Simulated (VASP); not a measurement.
Al: single point with PBEsol

The system is Al.

```
Al
1.0
     0.00000    2.12518    2.12518
     2.12518    0.00000    2.12518
     2.12518    2.12518    0.00000
Al
1
Direct
  0.00000 0.00000 0.00000
```

This cell differs from its parent crystal: strain +0.050 along x and y, +0.050 along z.

* Program: VASP 6.6.1
* Task: single point
* Functional: PBEsol
* Potentials or basis: VASP PAW PBE potentials, release 64 (Al)
* Cutoff: 520 eV
* k mesh: 20 × 20 × 20
* Occupations: gaussian, width 0.15 eV
* Spin: no spin polarisation

- Pressure: -9.3 GPa

Levels at points of the mesh, in eV from the Fermi level:
```
           k point  band 1  band 2  band 3  band 4
(0.00, 0.00, 0.00)  -10.14   11.79   11.79   11.79
(0.50, 0.00, 0.00)   -4.19   -4.02    9.88    9.88
(0.50, 0.50, 0.00)   -2.57   -1.63    4.92    4.92
```

Wall time 14 s on 1 thread of Intel Xeon 6975P-C (shared host), peak memory 0.15 GiB.

Caveat: the cell differs from its parent crystal (strain +0.050 along x and y, +0.050 along z); the PAW data sets were made with another functional, which shifts forces and pressure a little.
